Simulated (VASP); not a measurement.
# WS2 in VASP: notebook, part 2 of 2

VASP 6.6.1. Earlier steps stand in the parts before.

## Step 3: Single point, PBE+D3(BJ)

Contents of INCAR:

```
PREC = Accurate ; ENCUT = 520
EDIFF = 1E-7 ; ISMEAR = 0
SIGMA = 0.05 ; LREAL = F
LASPH = T ; NELM = 80
ALGO = Normal ; ISIF = 2
LWAVE = F ; LCHARG = F
LDIPOL = T ; IDIPOL = 3
DIPOL = 0.5 0.5 0.398 ; GGA = PE
IVDW = 12 ; NBANDS = 35
```

Contents of KPOINTS:

```
regular mesh
0
Gamma
  9 9 1
```

Contents of POSCAR:

```
WS2
1.0
    3.1595456883      0.0000000000      0.0000000000
   -1.5797728441      2.7362468304      0.0000000000
    0.0000000000      0.0000000000     23.8042572081
S W
4 2
Direct
    0.3333333333      0.6666666667      0.1890418155
    0.3333333333      0.6666666667      0.3214605076
    0.6666666667      1.3333333333      0.4743743317
    0.6666666667      1.3333333333      0.6067930237
    0.6666666667      0.3333333333      0.2552511585
    0.3333333333      1.6666666667      0.5405836746
```

Potentials or basis: VASP PAW PBE potentials, release 64 (S, W_sv).

On the command line:

```sh
$ cat potpaw_PBE.64/S/POTCAR potpaw_PBE.64/W_sv/POTCAR > POTCAR
$ mpirun -np 1 vasp_std > vasp.out
```

OUTCAR:

```text
PREC = Accurate
   ENCUT = 520
   EDIFF = 1E-7
   ISMEAR = 0
   LREAL = F
   LASPH = T
   NELM = 80
   ISIF = 2
   GGA = PE
   IVDW = 12
 IVDW          = 12

 ion  position               nearest neighbor table
   1  0.333  0.667  0.189-   5 2.41   5 2.41   5 2.41
   2  0.333  0.667  0.321-   5 2.41   5 2.41   5 2.41
   3  0.667  0.333  0.474-   6 2.41   6 2.41   6 2.41
   4  0.667  0.333  0.607-   6 2.41   6 2.41   6 2.41
   5  0.667  0.333  0.255-   1 2.41   1 2.41   1 2.41   2 2.41   2 2.41   2 2.41
   6  0.333  0.667  0.541-   3 2.41   3 2.41   3 2.41   4 2.41   4 2.41   4 2.41

  LATTYP: Found a hexagonal cell.
 ALAT       =     3.1595456883
 C/A-ratio  =     7.5340759579

  Lattice vectors:

 A1 = (   3.1595456883,   0.0000000000,   0.0000000000)
 A2 = (  -1.5797728441,   2.7362468304,   0.0000000000)
 A3 = (   0.0000000000,   0.0000000000,  23.8042572081)

Analysis of symmetry for initial positions (statically):
=====================================================================
 Subroutine PRICEL returns:
 Original cell was already a primitive cell.

[... 180 lines left out ...]
      1     -73.1956      2.00000
      2     -73.1955      2.00000
      3     -37.4471      2.00000
      4     -37.4471      2.00000
      5     -37.2731      2.00000
      6     -37.2731      2.00000
[... 445 lines left out ...]
     34       6.4305      0.00000
     35       7.4824      0.00000

------------------------ aborting loop because EDIFF is reached ----------------------------------------

 vacuum level on the upper side and lower side of the slab       (xc-potential included)        -0.096        -0.096

 Edisp (eV)   -2.08252

 E8    (eV) :    -0.9049

  FORCE on cell =-STRESS in cart. coord.  units (eV):
  Direction    XX          YY          ZZ          XY          YZ          ZX
  --------------------------------------------------------------------------------------
  -------------------------------------------------------------------------------------
  Total      -0.21708    -0.21708    -0.71826    -0.00000     0.00000     0.00000
  in kB      -1.69006    -1.69006    -5.59189    -0.00000     0.00000     0.00000
  external pressure =       -2.99 kB  Pullay stress =        0.00 kB

 VOLUME and BASIS-vectors are now :
 -----------------------------------------------------------------------------
  energy-cutoff  :      520.00
  volume of cell :      205.79
      direct lattice vectors                 reciprocal lattice vectors
     3.159545688  0.000000000  0.000000000     0.316501199  0.182732053  0.000000000
    -1.579772844  2.736246830  0.000000000     0.000000000  0.365464105  0.000000000
     0.000000000  0.000000000 23.804257208     0.000000000  0.000000000  0.042009292

 POSITION                                       TOTAL-FORCE (eV/Angst)
 -----------------------------------------------------------------------------------
     -0.00000      1.82416      4.50000        -0.000000     -0.000000      0.004901
     -0.00000      1.82416      7.65213        -0.000000      0.000000      0.080164
      1.57977      0.91208     11.29213         0.000000      0.000000     -0.080164
      1.57977      0.91208     14.44426         0.000000     -0.000000     -0.004901
      1.57977      0.91208      6.07606        -0.000000     -0.000000      0.043672
     -0.00000      1.82416     12.86819         0.000000     -0.000000     -0.043672
 -----------------------------------------------------------------------------------
    total drift:                                0.000000      0.000000     -0.000391

  FREE ENERGIE OF THE ION-ELECTRON SYSTEM (eV)
  ---------------------------------------------------
  free  energy   TOTEN  =       -49.4151372250 eV

  energy  without entropy=      -49.4151372250  energy(sigma->0) =      -49.41513722

 vacuum level on the upper side and lower side of the slab         6.391         6.391
```

stdout:

```text
POSCAR found type information on POSCAR S W
 POSCAR found :  2 types and       6 ions
 scaLAPACK will be used
 LDA part: xc-table for (Slater+PW92), standard interpolation
 POSCAR, INCAR and KPOINTS ok, starting setup
 FFT: planning ... GRIDC
 FFT: planning ... GRID_SOFT
 FFT: planning ... GRID
 WAVECAR not read
 entering main loop
```

Run time: 92 s. Hardware: 1 thread of Intel Xeon Platinum 8488C (Sapphire Rapids), shared host; peak memory 0.34 GiB.

Results:

* Free energy: -49.4151 eV
* Largest force: 0.080 eV/Å
* Band gap on the k mesh: 1.82 eV, indirect (least direct gap 1.91 eV)
* Dispersion energy per atom: -0.347 eV

Forces on the atoms (eV/Å):
```
S    0.000  0.000  0.005
S    0.000  0.000  0.080
S    0.000  0.000 -0.080
S    0.000  0.000 -0.005
W    0.000  0.000  0.044
W    0.000  0.000 -0.044
```

Caveat: spin-orbit coupling is left out, which moves the levels of the heavy elements.

## Step 4: Single point, PBE+D3(BJ)

Contents of INCAR:

```
SYSTEM = WS2
PREC = Accurate
ENCUT = 520
EDIFF = 1E-6
ISMEAR = 0
SIGMA = 0.05
LREAL = .False.
LASPH = .True.
NELM = 100
ALGO = Normal
ISIF = 2
LWAVE = .False.
LCHARG = .False.
LDIPOL = .True.
IDIPOL = 3
DIPOL = 0.5 0.5 0.398
GGA = PE
IVDW = 12
NBANDS = 35
```

Contents of KPOINTS:

```
regular mesh
0
Gamma
  9 9 1
  0 0 0
```

Contents of POSCAR:

```
WS2
1.0
    3.1595456883      0.0000000000      0.0000000000
   -1.5797728441      2.7362468304      0.0000000000
    0.0000000000      0.0000000000     23.8042572081
S W
4 2
Direct
    0.3333333333      0.6666666667      0.1890418155
    0.3333333333      0.6666666667      0.3214605076
    1.0000000000      1.0000000000      0.4743743317
    1.0000000000      1.0000000000      0.6067930237
    0.6666666667      0.3333333333      0.2552511585
    0.6666666667      1.3333333333      0.5405836746
```

On the command line:

```sh
$ cat potpaw_PBE.64/S/POTCAR potpaw_PBE.64/W_sv/POTCAR > POTCAR
$ mpirun -np 1 vasp_std > vasp.out
```

Wall time 97 s (1 thread of Intel Xeon Platinum 8488C (Sapphire Rapids), shared host); peak memory 0.34 GiB.

Results (log left out):

| Quantity | Value |
| --- | --- |
| Free energy | -49.4099 eV |
| Largest force | 0.065 eV/Å |
| Band gap on the k mesh | 1.82 eV, indirect (least direct gap 1.92 eV) |
| Dispersion energy per atom | -0.347 eV |

Forces on the atoms (eV/Å):
```
S    0.000  0.000  0.004
S    0.000  0.000  0.065
S    0.000  0.000 -0.065
S    0.000  0.000 -0.004
W    0.000  0.000  0.046
W    0.000  0.000 -0.046
```

Levels at points of the mesh, in eV from the valence-band top:
```tsv
k point	band 23	band 24	band 25	band 26	band 27	band 28	band 29	band 30
(0.00, 0.00, 0.00)	-1.67	-1.67	-0.40	0.00	2.82	2.82	2.84	2.84
```

Caveat: spin-orbit coupling is left out, which moves the levels of the heavy elements.
